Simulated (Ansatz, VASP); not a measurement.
SiC3 in VASP and in Ansatz

Contents of INCAR:

```
SYSTEM = SiC3
PREC = Accurate ; ENCUT = 600
EDIFF = 1E-7 ; ISMEAR = 0
SIGMA = 0.1 ; LREAL = .False.
LASPH = .True. ; NELM = 60
ALGO = Normal ; ISIF = 3
LWAVE = .False. ; LCHARG = .False.
GGA = PE ; IBRION = 2
NSW = 90 ; EDIFFG = -0.04
```

KPOINTS

```
Automatic mesh
0
Gamma
  6 6 2
  0 0 0
```

POSCAR

```
SiC3
1.0
    2.6667169800      0.0000000000      0.0000000000
    0.0000000000      2.6667169800      0.0000000000
    0.0000000000      0.0000000000      7.5426146400
Si C
1 3
Direct
    0.0000000000      0.0000000000      0.5000000000
    0.0000000000      0.0000000000      0.0000000000
    0.5000000000      0.5000000000      0.7500000000
    0.5000000000      0.5000000000      0.2500000000
```

Input for Ansatz:

```yaml
crystal:
  lattice:
    - [2.66671698, 0.0, 0.0]
    - [0.0, 2.66671698, 0.0]
    - [0.0, 0.0, 7.54261464]
  atoms:
    - { symbol: Si, position: [0.0, 0.0, 0.5] }
    - { symbol: C, position: [0.0, 0.0, 0.0] }
    - { symbol: C, position: [0.5, 0.5, 0.75] }
    - { symbol: C, position: [0.5, 0.5, 0.25] }
basis:
  ecutwfc: 420
kpoints:
  mp_grid: { grid: [6, 6, 2] }
hamiltonian:
  xc: pbe
scf:
  occupations: { method: gaussian, width: 0.1 }
  lower_state_search: "off"
output:
  forces: true
  stress: true
  eigenvalues: true
relax:
  adjacent_minimum: "off"
  f_tol: 0.04
  max_steps: 70
  cell: { stress_tol: 0.4 }
```

Alike in both runs: task relaxation of cell and atoms; functional PBE; k mesh 6 × 6 × 2; occupations gaussian, width 0.1 eV; no spin polarisation.

|  | VASP | Ansatz |
| --- | --- | --- |
| version | VASP 6.6.1 | Ansatz 0.2.0 |
| potentials or method | VASP PAW PBE potentials, release 64 (Si, C), cutoff 600 eV | scalar-relativistic, plane waves, PAW |
| valence electrons in the cell | 16 | 16 |

|  | VASP | Ansatz | Ansatz less VASP |
| --- | --- | --- | --- |
| gap on the k mesh at the Fermi level, each at its own relaxed structure (eV) | none | none | - |
| relaxed volume (Å³/atom) | 9.61 | 9.93 | +0.324 |
| relaxed length of the cell vector where the two differ most in proportion (Å) | 3.973 | 3.390 | -0.5835 |

A gap of «none» marks a metal or a gap that the smearing closes. One of these differences is far larger than is usual between the two programs; its cause wasn't traced.

The k mesh is coarse, so the values compare programs but aren't converged. Noted on VASP's run: the volume moved by over 15 % at a fixed basis, so the end points are rough.
